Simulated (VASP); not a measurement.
The system is ZnCu.

```
Zn Cu
1.0
     2.92523    0.00000    0.00000
     0.00000    2.92523    0.00000
     0.00000    0.00000    2.92523
Zn Cu
1 1
Cartesian
  1.4626 1.4626 1.4626
  0.0000 0.0000 0.0000
```

Base run:

```yaml
Program: VASP 6.6.1
Functional: r2SCAN
Potentials_or_basis: VASP PAW PBE potentials, release 64 (Zn, Cu)
Cutoff: 660 eV
k_mesh: 9 × 9 × 9
Occupations: fermi-dirac, width 0.05 eV
Spin: no spin polarisation
```

Its results: pressure -0.1 GPa.

Problem. The run is repeated on the same cell with these changes: functional from r2SCAN to PBEsol; cutoff from 660 eV to 520 eV. What comes out?

Solution. Pressure -1.4 GPa.

Caveats: the PAW data sets were made with another functional, which shifts forces and pressure a little.
